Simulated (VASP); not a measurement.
HPb32Se32 (a cell with a defect): single point with PBEsol

HPb32Se32 (a cell with a defect):

```xyz
65
Lattice="12.2000 0.0000 0.0000 0.0000 12.2000 0.0000 0.0000 0.0000 12.2000" Properties=species:S:1:pos:R:3 pbc="T T T"
Se    3.0262   12.1875    0.0024
Se    3.0127    0.0531    6.0994
Se    3.0365    6.0856   12.1899
Se    3.0415    6.0936    6.0788
Se    9.1269   12.1773    0.0020
Se    9.1097   12.1610    6.1026
Se    9.1379    6.0770    0.0015
Se    9.2002    6.0624    6.1007
Se   12.1896    3.0391   12.1904
Se    0.0338    3.0846    6.0887
Se   12.1736    9.1359    0.0021
Se   12.1116    9.1760    6.1027
Se    6.0873    3.0245    0.0003
Se    6.1234    2.9646    6.1010
Se    6.0678    9.1182    0.0063
Se    5.9841    9.0373    6.1102
Se   12.1720   12.1898    3.0517
Se   12.1817   12.1969    9.1424
Se   12.1889    6.0904    3.0528
Se    0.0045    6.0986    9.1353
Se    6.0676   12.1600    3.0567
Se    6.0757   12.1660    9.1457
Se    6.0847    6.0581    3.0749
Se    6.1021    6.0645    9.1431
Se    3.0378    3.0411    3.0528
Se    3.0479    3.0574    9.1354
Se    3.0070    9.1349    3.0754
Se    3.0112    9.1547    9.1445
Se    9.1379    3.0242    3.0506
Se    9.1470    3.0314    9.1410
Se    9.1082    9.1200    3.0591
Se    9.1119    9.1276    9.1461
Pb   12.1716    0.0006    0.0049
Pb   12.1309    0.0583    6.1056
Pb   12.1821    6.0963   12.1996
Pb   12.1061    6.1746    6.0962
Pb    6.0927   12.1710    0.0143
Pb    6.0968   12.1226    6.1116
Pb    6.1094    6.0778    0.0233
Pb    6.3339    5.9441    6.1293
Pb    3.0468    3.0334   12.1984
Pb    3.1214    2.9567    6.0988
Pb    3.0246    9.1626    0.0219
Pb    2.8906    9.3884    6.1297
Pb    9.1464    3.0244    0.0064
Pb    9.2065    2.9839    6.1040
Pb    9.1205    9.1440    0.0142
Pb    9.0709    9.1471    6.1112
Pb    3.0236   12.1914    3.0163
Pb    3.0375    0.0180    9.2002
Pb    3.0339    6.0841    2.9702
Pb    3.0617    6.1138    9.2181
Pb    9.1239   12.1757    3.0423
Pb    9.1374   12.1887    9.1754
Pb    9.1396    6.0753    3.0158
Pb    9.1660    6.0895    9.2001
Pb   12.1932    3.0438    3.0440
Pb    0.0027    3.0569    9.1551
Pb   12.1558    9.1500    3.0437
Pb   12.1633    9.1603    9.1792
Pb    6.0973    3.0059    3.0455
Pb    6.1098    3.0147    9.1787
Pb    6.0570    9.1091    3.0710
Pb    6.0692    9.1206    9.1745
H     4.1062    7.1668    5.9745
```

```yaml
Program: VASP 6.6.1
Task: single point
Functional: PBEsol
Potentials_or_basis: VASP PAW PBE potentials, release 64 (Se, Pb_d, H)
Cutoff: 400 eV
k_mesh: 1 × 1 × 1, shifted
Occupations: fermi-dirac, width 0.05 eV
Spin: no spin polarisation
Dipole_correction: no
Charge: 1
Further_INCAR_settings: LREAL = Auto; ALGO = Normal; EDIFF = 1e-06; NBANDS = 358; ISYM = -1; NELECT = 640.0
```

* Largest force: 0.064 eV/Å

Forces in eV/Å, atoms in the order of the input:
```
Se   0.008  0.005 -0.004
Se  -0.022  0.021  0.000
Se   0.014  0.021  0.004
Se  -0.039 -0.045  0.024
Se   0.003  0.005 -0.003
Se   0.009  0.008  0.000
Se   0.001  0.011  0.002
Se   0.022 -0.013 -0.007
Se   0.010  0.014  0.013
Se  -0.002  0.002 -0.004
Se   0.001  0.006 -0.001
Se   0.014 -0.004  0.000
Se  -0.001  0.000  0.006
Se  -0.001  0.010  0.006
Se   0.004  0.006  0.015
Se  -0.025 -0.027  0.012
Se   0.005  0.005  0.001
Se   0.016  0.005  0.005
Se   0.021  0.009  0.008
Se   0.006  0.000  0.008
Se   0.001 -0.005  0.003
Se   0.002 -0.005  0.002
Se  -0.006 -0.005  0.000
Se  -0.010 -0.006  0.004
Se   0.016  0.014  0.010
Se  -0.001  0.001  0.005
Se  -0.008 -0.002  0.002
Se  -0.003 -0.008 -0.005
Se   0.006  0.005  0.003
Se   0.000  0.022  0.010
Se  -0.004  0.000  0.000
Se   0.000  0.000  0.001
Pb   0.001 -0.004 -0.002
Pb   0.002 -0.017 -0.002
Pb  -0.002 -0.005 -0.004
Pb  -0.022  0.007  0.003
Pb  -0.004  0.002 -0.008
Pb  -0.002 -0.005 -0.005
Pb  -0.004 -0.003 -0.007
Pb  -0.008  0.005 -0.002
Pb  -0.008 -0.004  0.000
Pb   0.010 -0.017 -0.002
Pb   0.002 -0.010 -0.002
Pb   0.005 -0.005 -0.002
Pb   0.004 -0.002 -0.007
Pb  -0.018 -0.001  0.001
Pb   0.000 -0.004 -0.005
Pb  -0.007 -0.001 -0.004
Pb   0.000 -0.005 -0.005
Pb   0.001 -0.007  0.002
Pb  -0.004 -0.001 -0.010
Pb   0.002  0.002  0.007
Pb  -0.002 -0.004 -0.001
Pb  -0.004 -0.004 -0.005
Pb  -0.003  0.001 -0.003
Pb  -0.009 -0.001  0.001
Pb  -0.011 -0.008 -0.009
Pb  -0.005 -0.011  0.004
Pb  -0.003  0.002 -0.007
Pb  -0.005  0.002 -0.002
Pb   0.003  0.000 -0.013
Pb   0.001  0.000 -0.003
Pb   0.006  0.005 -0.011
Pb   0.004  0.006 -0.011
H    0.044  0.038 -0.004
```

Levels at points of the mesh, in eV from the Fermi level:
```csv
k point,band 318,band 319,band 320,band 321,band 322,band 323
"(0.25, 0.25, 0.25)",-0.72,-0.70,-0.69,0.65,0.79,0.89
```

It took 14 min on 1 thread of Intel(R) Xeon(R) Platinum 8259CL CPU @ 2.50GHz (Skylake/Cascade Lake), on a shared host, peak memory 1.1 GiB.

Caveat: the cell carries a net charge on a neutralising background, which shifts energy and pressure; the cell is charged against a uniform background, so pressure and absolute levels hang on convention; the PAW data sets were made with another functional, which shifts forces and pressure a little; spin-orbit coupling is left out, which moves the levels of the heavy elements.
